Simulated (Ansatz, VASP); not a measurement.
Tl in VASP and in Ansatz

```
CELL_PARAMETERS angstrom
3.53456 0.00000 0.00000
-1.76728 3.06102 0.00000
0.00000 0.00000 5.47338
ATOMIC_POSITIONS crystal
Tl 0.33333 0.66667 0.25000
Tl 0.66667 0.33333 0.75000
```

Alike in both runs: functional PBE; dispersion D3(BJ); k mesh 15 × 15 × 8; occupations gaussian, width 0.1 eV; no spin polarisation.

Ansatz relaxed the structure, and its values are those at the end. VASP's run is a single point on that final structure, the one shown.

```csv
,VASP,Ansatz
version,VASP 6.6.1,Ansatz 0.2.0
potentials or method,"VASP PAW PBE potentials, release 64 (Tl_d), cutoff 520 eV","scalar-relativistic, plane waves, PAW"
valence electrons in the cell,26,26
```

```tsv
	VASP	Ansatz	Ansatz less VASP
gap on the k mesh at the Fermi level (eV)	none	none	-
pressure (GPa)	-0.1	0.0	+0.07
```

A gap of «none» marks a metal or a gap that the smearing closes.

Neither program's run includes spin-orbit coupling.
